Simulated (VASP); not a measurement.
# Al (P6_3/mmc) in VASP: notebook

Al is run at these levels: PBE+D3(BJ); tasks: single point.

Program: VASP 6.6.1. These are calculated values, not measurements. Logs are shortened: lines on timing, memory, paths and dates and some standing lists are left out, and cuts for length are marked.

### Step 1. The cell of the first run

The structure is hexagonal, space group P6_3/mmc (No. 194). Conventional cell: a = 2.933 Å, b = 2.933 Å, c = 7.644 Å, α = 90.00°, β = 90.00°, γ = 120.00°. Within 3.4 Å of Al (site symmetry -3m) lie 12 Al at 2.55 to 2.93 Å. Within 3.4 Å of Al (site symmetry -6m2) lie 12 Al at 2.55 to 2.93 Å.

This isn't the form of Al at room conditions, which is fcc.

### Step 2. Single point, PBE+D3(BJ)

INCAR reads:

```
PREC = Accurate
ENCUT = 520
EDIFF = 1E-7
ISMEAR = 0
SIGMA = 0.15
LREAL = False
LASPH = True
NELM = 100
ALGO = Normal
ISIF = 2
LWAVE = False
LCHARG = True
GGA = PE
IVDW = 12
LELF = True
LVHAR = True
NBANDS = 14
```

KPOINTS reads:

```
regular mesh
0
Gamma
  18 18 4
```

POSCAR reads:

```
Al
1.0
    2.9326000000      0.0000000000      0.0000000000
   -1.4663000000      2.5397060991      0.0000000000
    0.0000000000      0.0000000000      7.6442000000
Al
4
Direct
    0.0000000000      0.0000000000      0.0000000000
    0.3333333333      0.6666666667      0.2500000000
    0.0000000000      0.0000000000      0.5000000000
    0.6666666667      0.3333333333      0.7500000000
```

Potentials or basis: VASP PAW PBE potentials, release 64 (Al).

Command:

```sh
$ cat potpaw_PBE.64/Al/POTCAR > POTCAR
$ mpirun -np 1 vasp_std > vasp.out
```

OUTCAR:

```text
PREC = Accurate
   ENCUT = 520
   EDIFF = 1E-7
   ISMEAR = 0
   LREAL = False
   LASPH = True
   NELM = 100
   ISIF = 2
   GGA = PE
   IVDW = 12
 IVDW          = 12

 ion  position               nearest neighbor table
   1  0.000  0.000  0.000-   2 2.55   4 2.55   2 2.55   4 2.55   4 2.55   2 2.55
   2  0.333  0.667  0.250-   1 2.55   3 2.55   1 2.55   3 2.55   1 2.55   3 2.55
   3  0.000  0.000  0.500-   2 2.55   4 2.55   2 2.55   4 2.55   4 2.55   2 2.55
   4  0.667  0.333  0.750-   1 2.55   3 2.55   1 2.55   3 2.55   1 2.55   3 2.55

  LATTYP: Found a hexagonal cell.
 ALAT       =     2.9326000000
 C/A-ratio  =     2.6066289300

  Lattice vectors:

 A1 = (   2.9326000000,   0.0000000000,   0.0000000000)
 A2 = (  -1.4663000000,   2.5397060991,   0.0000000000)
 A3 = (   0.0000000000,   0.0000000000,   7.6442000000)

Analysis of symmetry for initial positions (statically):
=====================================================================
 Subroutine PRICEL returns:
 Original cell was already a primitive cell.

 Routine SETGRP: Setting up the symmetry group for a
 hexagonal supercell.

 Subroutine GETGRP returns: Found 24 space group operations
 (whereof 12 operations were pure point group operations)
 out of a pool of 24 trial point group operations.

The static configuration has the point symmetry D_3d.
 The point group associated with its full space group is D_6h.

Analysis of symmetry for dynamics (positions and initial velocities):
=====================================================================
 Subroutine PRICEL returns:
 Original cell was already a primitive cell.

 Routine SETGRP: Setting up the symmetry group for a
 hexagonal supercell.

 Subroutine GETGRP returns: Found 24 space group operations
 (whereof 12 operations were pure point group operations)
 out of a pool of 24 trial point group operations.

The dynamic configuration has the point symmetry D_3d.
 The point group associated with its full space group is D_6h.

 Subroutine INISYM returns: Found 24 space group operations
 (whereof 12 operations are pure point group operations),
 and found     1 'primitive' translations

----------------------------------------------------------------------------------------

                                     Primitive cell

  volume of cell :      56.9336

[... 103 lines left out ...]
   NELECT =      12.0000    total number of electrons
   NUPDOWN=      -1.0000    fix difference up-down
   EMIN   =  10.00;   EMAX   =-10.00  energy-range for DOS
   EFERMI =   0.00;   METHOD = LEGACY
   ISMEAR =     0;   SIGMA  =   0.15  broadening in eV -4-tet -1-fermi 0-gaus
   EFERMI_NEDOS =   21; number of points for ismear=-14 and -15
   IALGO  =     38    algorithm
   IMIX   =      4    mixing-type and parameters
     AMIX     =   0.40;   BMIX     =  1.00
     AMIX_MAG =   1.60;   BMIX_MAG =  1.00
  volume/ion in A,a.u.               =      14.23        96.05
  Fermi-wavevector in a.u.,A,eV,Ry     =   0.974270  1.841103 12.914666  0.949201
  Thomas-Fermi vector in A             =   2.104716
   LORBIT       =      0    0 simple, 1 ext, 2 COOP (PROOUT), +10 PAW based schemes
   GGA     = PE    functional components
   LHFCALC =     F    Hartree Fock is set to
   AEXX    =    0.0000 exact exchange contribution
   IVDW    =    12    specifies the selected vdW correction
   LEPSILON=     F    determine dielectric tensor
   LRPA    =     F    only Hartree local field effects (RPA)
 non-spin polarized calculation
 Gauss-broadening in eV      SIGMA  =   0.15
  energy-cutoff  :      520.00
  volume of cell :       56.93
 maximum number of plane-waves:      1570
 NGX is ok and might be reduce to    24
   NGX = 11   NGY = 11   NGZ = 29

 number of electron      12.0000000 magnetization

 Free energy of the ion-electron system (eV)
  ---------------------------------------------------
  ext. energy  EPLUGINS =         0.00000000
  ---------------------------------------------------
  free energy    TOTEN  =       -13.73590945 eV

  energy without entropy =      -13.71961412  energy(sigma->0) =      -13.72776179

 E-fermi :   9.6012     XC(G=0): -10.7272

 val. band max:        9.5771816520   @ k =   0.3333   0.3333   0.5000
 cond. band min:       9.6401997380   @ k =   0.4444   0.0556   0.2500
 fundamental gap:      0.0630180860
 Fermi energy:         9.6012499976

 k-point     1 :       0.0000    0.0000    0.0000
  band No.  band energies     occupation
      1      -2.5856      2.00000
      2      -0.0933      2.00000
      3      -0.0827      2.00000
      4       6.3112      2.00000
      5       8.0896      2.00000
      6      17.7823      0.00000
      7      17.7823      0.00000
      8      18.0424      0.00000
      9      18.1704      0.00000
     10      18.1704      0.00000
     11      18.4180      0.00000
     12      19.5453      0.00000
     13      19.5458      0.00000
     14      19.9087      0.00000
[... 377 lines left out ...]
      1       2.0577      2.00000
      2       4.3598      2.00000
      3       4.4482      2.00000
      4       4.5113      2.00000
      5       6.8912      2.00000
      6       6.9784      2.00000
      7      10.2449      0.00000
      8      10.5430      0.00000
      9      12.3996      0.00000
     10      12.4438      0.00000
     11      13.3427      0.00000
     12      13.5629      0.00000
     13      15.3482      0.00000
     14      18.1440      0.00000

 [... further k-points ...]

------------------------ aborting loop because EDIFF is reached ----------------------------------------

 Edisp (eV)   -1.57054

 E8    (eV) :    -0.7043

  FORCE on cell =-STRESS in cart. coord.  units (eV):
  Direction    XX          YY          ZZ          XY          YZ          ZX
  --------------------------------------------------------------------------------------
  -------------------------------------------------------------------------------------
  Total       3.71057     3.71057    12.46029     0.00000    -0.00000     0.00000
  in kB     104.41984   104.41984   350.64710     0.00000    -0.00000     0.00000
  external pressure =      186.50 kB  Pullay stress =        0.00 kB

 VOLUME and BASIS-vectors are now :
 -----------------------------------------------------------------------------
  energy-cutoff  :      520.00
  volume of cell :       56.93
      direct lattice vectors                 reciprocal lattice vectors
     2.932600000  0.000000000  0.000000000     0.340994339  0.196873174  0.000000000
    -1.466300000  2.539706099  0.000000000     0.000000000  0.393746347  0.000000000
     0.000000000  0.000000000  7.644200000     0.000000000  0.000000000  0.130818137

 POSITION                                       TOTAL-FORCE (eV/Angst)
 -----------------------------------------------------------------------------------
      0.00000      0.00000      0.00000        -0.000000      0.000000      0.000000
     -0.00000      1.69314      1.91105         0.000000     -0.000000     -0.000000
      0.00000      0.00000      3.82210        -0.000000      0.000000      0.000000
      1.46630      0.84657      5.73315         0.000000      0.000000      0.000000
 -----------------------------------------------------------------------------------
    total drift:                               -0.000000      0.000000      0.000000

  FREE ENERGIE OF THE ION-ELECTRON SYSTEM (eV)
  ---------------------------------------------------
  free  energy   TOTEN  =       -15.3064493964 eV

  energy  without entropy=      -15.2901540660  energy(sigma->0) =      -15.29830173
```

OSZICAR:

```text
N       E                     dE             d eps       ncg     rms          rms(c)
DAV:   1     0.938144338994E+01    0.93814E+01   -0.42728E+03  3124   0.668E+02
DAV:   2    -0.131425724802E+02   -0.22524E+02   -0.20738E+02  4088   0.948E+01
DAV:   3    -0.138356929068E+02   -0.69312E+00   -0.68826E+00  4022   0.137E+01
DAV:   4    -0.138400088893E+02   -0.43160E-02   -0.43156E-02  3742   0.137E+00
DAV:   5    -0.138400597335E+02   -0.50844E-04   -0.50844E-04  4104   0.150E-01    0.329E+00
DAV:   6    -0.137787249233E+02    0.61335E-01   -0.27152E-03  3572   0.309E-01    0.192E+00
DAV:   7    -0.137362327887E+02    0.42492E-01   -0.80477E-03  3638   0.492E-01    0.251E-01
DAV:   8    -0.137359497906E+02    0.28300E-03   -0.28667E-04  4140   0.901E-02    0.162E-01
DAV:   9    -0.137359093552E+02    0.40435E-04   -0.26517E-05  3866   0.280E-02    0.200E-02
DAV:  10    -0.137359094530E+02   -0.97883E-07   -0.80979E-07  4038   0.548E-03
   1 F= -.15306449E+02 E0= -.15298302E+02  d E =-.162953E-01
```

stdout:

```text
POSCAR found type information on POSCAR Al
 POSCAR found :  1 types and       4 ions
 scaLAPACK will be used
 LDA part: xc-table for (Slater+PW92), standard interpolation
 POSCAR, INCAR and KPOINTS ok, starting setup
 FFT: planning ... GRIDC
 FFT: planning ... GRID_SOFT
 FFT: planning ... GRID
 WAVECAR not read
 entering main loop
```

Run time: 99 s. Hardware: 1 thread of Intel Xeon 8259CL, shared host; peak memory 0.22 GiB.

What came out:

- Free energy: -15.3064 eV
- Pressure: 18.6 GPa
- Band gap on the k mesh: zero (bands 6 and 7 overlap by 10.39 eV)
- Dispersion energy per atom: -0.393 eV

Stress tensor (GPa, compression positive):
```
10.44  0.00  0.00
 0.00 10.44  0.00
 0.00  0.00 35.06
```

Levels at points of the mesh, in eV from the Fermi level:
| k point | band 3 | band 4 | band 5 | band 6 | band 7 | band 8 | band 9 | band 10 |
| --- | --- | --- | --- | --- | --- | --- | --- | --- |
| (0.00, 0.00, 0.00) | -9.68 | -3.29 | -1.51 | 8.18 | 8.18 | 8.44 | 8.57 | 8.57 |
| (0.50, 0.00, 0.00) | -4.68 | -4.47 | -3.89 | -3.67 | 1.63 | 2.06 | 3.17 | 3.51 |
| (0.00, 0.00, 0.50) | -6.66 | -6.66 | 2.85 | 2.85 | 8.63 | 8.63 | 8.63 | 8.63 |
| (0.50, 0.00, 0.50) | -5.88 | -5.88 | -1.65 | -1.65 | -0.81 | -0.81 | 4.04 | 4.04 |

Caveat: the stress differs along the axes, from 10 to 35 GPa.

### Step 3. Single point, PBE+D3(BJ)

This run uses another cell than the first one, of 14.30 Å³/atom.

INCAR reads:

```
SYSTEM = Al
ALGO = Normal
EDIFF = 1E-7
ENCUT = 520
GGA = PE
ISIF = 2
ISMEAR = 0
IVDW = 12
LASPH = .TRUE.
LCHARG = .FALSE.
LREAL = .FALSE.
LWAVE = .FALSE.
NBANDS = 14
NELM = 100
PREC = Accurate
SIGMA = 0.15
```

KPOINTS reads:

```
k-points
0
G
  18 18 4
  0 0 0
```

POSCAR reads:

```
Al
1.0
    2.6174000000      0.0000000000      0.0000000000
   -1.3087000000      2.2667348919      0.0000000000
    0.0000000000      0.0000000000      9.6403000000
Al
4
Direct
    0.0000000000      0.0000000000      0.0000000000
    0.3333333333      0.6666666667      0.2500000000
    0.0000000000      0.0000000000      0.5000000000
    0.6666666667      0.3333333333      0.7500000000
```

Potentials or basis: VASP PAW PBE potentials, release 64 (Al).

Command:

```sh
$ cat potpaw_PBE.64/Al/POTCAR > POTCAR
$ mpirun -np 1 vasp_std > vasp.out
```

Wall time 2 min (1 thread of Intel Xeon 8259CL, shared host); peak memory 0.22 GiB.

The run converged. Its results:

```
Free energy                : -15.8766 eV
Pressure                   : 13.5 GPa
Band gap on the k mesh     : zero (bands 6 and 7 overlap by 4.19 eV)
Dispersion energy per atom : -0.391 eV
```

Stress tensor (GPa, compression positive):
```
19.27  0.00  0.00
 0.00 19.27  0.00
 0.00  0.00  2.03
```

Levels at points of the mesh, in eV from the Fermi level:
| k point | band 4 | band 5 | band 6 | band 7 | band 8 | band 9 |
| --- | --- | --- | --- | --- | --- | --- |
| (0.00, 0.00, 0.00) | -6.02 | -5.72 | 1.56 | 1.56 | 10.66 | 12.02 |
| (0.50, 0.00, 0.00) | -4.00 | -3.14 | -3.01 | 0.69 | 0.86 | 1.14 |
| (0.00, 0.00, 0.50) | -8.56 | -2.48 | -2.48 | 6.19 | 6.19 | 13.74 |
| (0.50, 0.00, 0.50) | -4.63 | -1.95 | -1.95 | -1.22 | -1.22 | 4.02 |

Caveat: the stress differs along the axes, from 2 to 19 GPa.

### Step 4. Single point, PBE+D3(BJ)

This run uses another cell than the first one, of 14.33 Å³/atom.

INCAR reads:

```
SYSTEM = Al
PREC     = Accurate       ! precision mode
ENCUT    = 520            ! plane-wave cutoff, eV
EDIFF    = 1E-6           ! SCF threshold, eV
ISMEAR   = 0              ! smearing method
SIGMA    = 0.15           ! smearing width, eV
LREAL    = .FALSE.        ! projectors in reciprocal space
LASPH    = .TRUE.         ! aspherical terms in the spheres
NELM     = 100            ! most SCF steps
ALGO     = Fast           ! electronic algorithm
ISIF     = 2              ! what is computed and relaxed
LWAVE    = .FALSE.        ! write WAVECAR
LCHARG   = .FALSE.        ! write CHGCAR
GGA      = PE             ! functional
IVDW     = 12             ! dispersion correction
NBANDS   = 14             ! bands
```

KPOINTS reads:

```
regular mesh
0
G
  18 18 4
  0 0 0
```

POSCAR reads:

```
Al
1.0
    2.7356000000      0.0000000000      0.0000000000
   -1.3678000000      2.3690990946      0.0000000000
    0.0000000000      0.0000000000      8.8418000000
Al
4
Direct
    0.0000000000      0.0000000000      0.0000000000
    0.3333333333      0.6666666667      0.2500000000
    0.0000000000      0.0000000000      0.5000000000
    0.6666666667      0.3333333333      0.7500000000
```

Potentials or basis: VASP PAW PBE potentials, release 64 (Al).

Command:

```sh
$ cat potpaw_PBE.64/Al/POTCAR > POTCAR
$ mpirun -np 1 vasp_std > vasp.out
```

OUTCAR:

```text
SYSTEM = Al
   PREC = Accurate
   ENCUT = 520
   EDIFF = 1E-6
   ISMEAR = 0
   LREAL = .FALSE.
   LASPH = .TRUE.
   NELM = 100
   ISIF = 2
   GGA = PE
   IVDW = 12
 IVDW          = 12

 ion  position               nearest neighbor table
   1  0.000  0.000  0.000-   2 2.72   4 2.72   4 2.72   2 2.72   4 2.72   2 2.72
   2  0.333  0.667  0.250-   1 2.72   3 2.72   1 2.72   3 2.72   1 2.72   3 2.72
   3  0.000  0.000  0.500-   2 2.72   4 2.72   4 2.72   2 2.72   4 2.72   2 2.72
   4  0.667  0.333  0.750-   1 2.72   3 2.72   1 2.72   3 2.72   1 2.72   3 2.72

  LATTYP: Found a hexagonal cell.
 ALAT       =     2.7356000000
 C/A-ratio  =     3.2321245796

  Lattice vectors:

 A1 = (   2.7356000000,   0.0000000000,   0.0000000000)
 A2 = (  -1.3678000000,   2.3690990946,   0.0000000000)
 A3 = (   0.0000000000,   0.0000000000,   8.8418000000)

Analysis of symmetry for initial positions (statically):
=====================================================================
 Subroutine PRICEL returns:
 Original cell was already a primitive cell.

 Routine SETGRP: Setting up the symmetry group for a
 hexagonal supercell.

 Subroutine GETGRP returns: Found 24 space group operations
 (whereof 12 operations were pure point group operations)
 out of a pool of 24 trial point group operations.

The static configuration has the point symmetry D_3d.
 The point group associated with its full space group is D_6h.

Analysis of symmetry for dynamics (positions and initial velocities):
=====================================================================
 Subroutine PRICEL returns:
 Original cell was already a primitive cell.

 Routine SETGRP: Setting up the symmetry group for a
 hexagonal supercell.

 Subroutine GETGRP returns: Found 24 space group operations
 (whereof 12 operations were pure point group operations)
 out of a pool of 24 trial point group operations.

The dynamic configuration has the point symmetry D_3d.
 The point group associated with its full space group is D_6h.

[... 134 lines left out ...]
 RMM-DIIS sequential band-by-band and
 Gauss-broadening in eV      SIGMA  =   0.15
  energy-cutoff  :      520.00
  volume of cell :       57.30
 maximum number of plane-waves:      1564
   NGX = 11   NGY = 11   NGZ = 33

 number of electron      12.0000000 magnetization

 Free energy of the ion-electron system (eV)
  ---------------------------------------------------
  ext. energy  EPLUGINS =         0.00000000
  ---------------------------------------------------
  free energy    TOTEN  =       -14.56547453 eV

  energy without entropy =      -14.54992665  energy(sigma->0) =      -14.55770059

 E-fermi :   9.5315     XC(G=0): -10.7198

 val. band max:        9.5245093135   @ k =   0.3889  -0.0000   0.0000
 cond. band min:       9.5510160479   @ k =   0.2778   0.2222   0.5000
 fundamental gap:      0.0265067343
 Fermi energy:         9.5314897470

 k-point     1 :       0.0000    0.0000    0.0000
  band No.  band energies     occupation
      1      -2.5926      2.00000
      2      -0.7165      2.00000
      3      -0.7136      2.00000
      4       4.4526      2.00000
      5       5.1078      2.00000
      6      13.4935      0.00000
      7      13.5110      0.00000
      8      21.1717      0.00000
      9      21.1717      0.00000
     10      21.1966      0.00000
     11      21.1966      0.00000
     12      22.1382      0.00000
     13      22.1403      0.00000
     14      22.2167      0.00000
[... 377 lines left out ...]
      1       2.7346      2.00000
      2       4.4860      2.00000
      3       4.4994      2.00000
      4       5.4879      2.00000
      5       7.3484      2.00000
      6       7.3507      2.00000
      7       9.4969      1.25591
      8      10.3034      0.00000
      9      12.0060      0.00000
     10      12.1723      0.00000
     11      13.7717      0.00000
     12      14.1602      0.00000
     13      14.6717      0.00000
     14      18.5107      0.00000

 [... further k-points ...]

------------------------ aborting loop because EDIFF is reached ----------------------------------------

 Edisp (eV)   -1.55852

 E8    (eV) :    -0.6985

  FORCE on cell =-STRESS in cart. coord.  units (eV):
  Direction    XX          YY          ZZ          XY          YZ          ZX
  --------------------------------------------------------------------------------------
  -------------------------------------------------------------------------------------
  Total       3.65572     3.65572     4.31634     0.00000    -0.00000    -0.00000
  in kB     102.21322   102.21322   120.68387     0.00000    -0.00000    -0.00000
  external pressure =      108.37 kB  Pullay stress =        0.00 kB

 VOLUME and BASIS-vectors are now :
 -----------------------------------------------------------------------------
  energy-cutoff  :      520.00
  volume of cell :       57.30
      direct lattice vectors                 reciprocal lattice vectors
     2.735600000  0.000000000  0.000000000     0.365550519  0.211050691  0.000000000
    -1.367800000  2.369099095  0.000000000     0.000000000  0.422101381  0.000000000
     0.000000000  0.000000000  8.841800000     0.000000000  0.000000000  0.113099143

 POSITION                                       TOTAL-FORCE (eV/Angst)
 -----------------------------------------------------------------------------------
      0.00000      0.00000      0.00000        -0.000000      0.000000     -0.000000
     -0.00000      1.57940      2.21045         0.000000     -0.000000     -0.000000
      0.00000      0.00000      4.42090        -0.000000      0.000000     -0.000000
      1.36780      0.78970      6.63135        -0.000000      0.000000      0.000000
 -----------------------------------------------------------------------------------
    total drift:                               -0.000000      0.000000     -0.000000

  FREE ENERGIE OF THE ION-ELECTRON SYSTEM (eV)
  ---------------------------------------------------
  free  energy   TOTEN  =       -16.1239984369 eV

  energy  without entropy=      -16.1084505548  energy(sigma->0) =      -16.11622450
```

stdout:

```text
POSCAR found type information on POSCAR Al
 POSCAR found :  1 types and       4 ions
 scaLAPACK will be used
 LDA part: xc-table for (Slater+PW92), standard interpolation
 POSCAR, INCAR and KPOINTS ok, starting setup
 FFT: planning ... GRIDC
 FFT: planning ... GRID_SOFT
 FFT: planning ... GRID
 WAVECAR not read
 entering main loop
```

Run time: 2.1 min. Hardware: 1 thread of Intel Xeon 8259CL, shared host; peak memory 0.22 GiB.

What came out:

| Property | Result |
| --- | --- |
| Free energy | -16.1240 eV |
| Pressure | 10.8 GPa |
| Band gap on the k mesh | zero (bands 6 and 7 overlap by 5.97 eV) |
| Dispersion energy per atom | -0.390 eV |

Levels at points of the mesh, in eV from the Fermi level:
```tsv
k point	band 3	band 4	band 5	band 6	band 7	band 8	band 9	band 10
(0.00, 0.00, 0.00)	-10.25	-5.08	-4.42	3.96	3.98	11.64	11.64	11.67
(0.50, 0.00, 0.00)	-4.32	-4.31	-3.47	-3.46	0.82	1.20	1.73	2.05
(0.00, 0.00, 0.50)	-7.94	-7.94	-0.75	-0.75	9.27	9.27	11.92	11.92
(0.50, 0.00, 0.50)	-5.22	-5.22	-1.98	-1.98	-1.24	-1.24	4.97	4.97
```

Caveat: the cell stands under pressure.

(Continued in part 2 of 2.)

The gap in the log of VASP goes by the Fermi energy; the results here count the filled bands.